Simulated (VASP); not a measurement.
# Sb: electric field gradients with PBEsol

Sb:

```
Sb
1.0
     2.08608    1.20440    3.74400
    -2.08608    1.20440    3.74400
     0.00000   -2.40880    3.74400
Sb
2
Cartesian
  0.0000 0.0000 2.6242
  0.0000 0.0000 8.6078
```

This cell differs from its parent crystal: equal xx and yy strain of -3 %.

```
Program                : VASP 6.6.1
Task                   : electric field gradients
Functional             : PBEsol
Potentials or basis    : VASP PAW PBE potentials, release 64 (Sb)
Cutoff                 : 400 eV
k mesh                 : 9 × 9 × 9
Occupations            : fermi-dirac, width 0.05 eV
Spin                   : no spin polarisation
Dipole correction      : no
Further INCAR settings : ALGO = Normal; EDIFF = 1e-08; NBANDS = 12
```

```
Pressure               : 5.0 GPa
Largest force          : 0.582 eV/Å
Band gap on the k mesh : zero (band 5 reaches 8.22 eV, above the bottom of band 6 at 7.98 eV)
```

Forces on the atoms (eV/Å):
```
Sb   0.000  0.000  0.582
Sb   0.000  0.000 -0.582
```

Stress tensor (GPa, compression positive):
```
5.77 0.00 0.00
0.00 5.77 0.00
0.00 0.00 3.49
```

Levels at points of the mesh, in eV from the Fermi level:
```
           k point  band 1  band 2  band 3  band 4  band 5  band 6  band 7  band 8  band 9  band 10
(0.00, 0.00, 0.00)  -13.33   -4.51   -2.49   -1.82   -1.82    2.05    2.77    2.77    5.11     5.11
```

Electric field gradients, principal values (V/Å²):
```csv
atom,least,middle,greatest (by size)
1 Sb,14.939,14.939,-29.877
2 Sb,14.939,14.939,-29.877
```

Wall time 40 s on 1 thread of Intel Xeon 6975P-C, on a shared host, peak memory 0.18 GiB.

Caveat: the cell differs from its parent crystal (equal xx and yy strain of -3 %); without QUAD_EFG the Cq values of the log hold for a quadrupole moment of 1 mb, not for the nuclei; the PAW data sets were made with another functional, which shifts forces and pressure a little; spin-orbit coupling is left out, which moves the levels of the heavy elements.
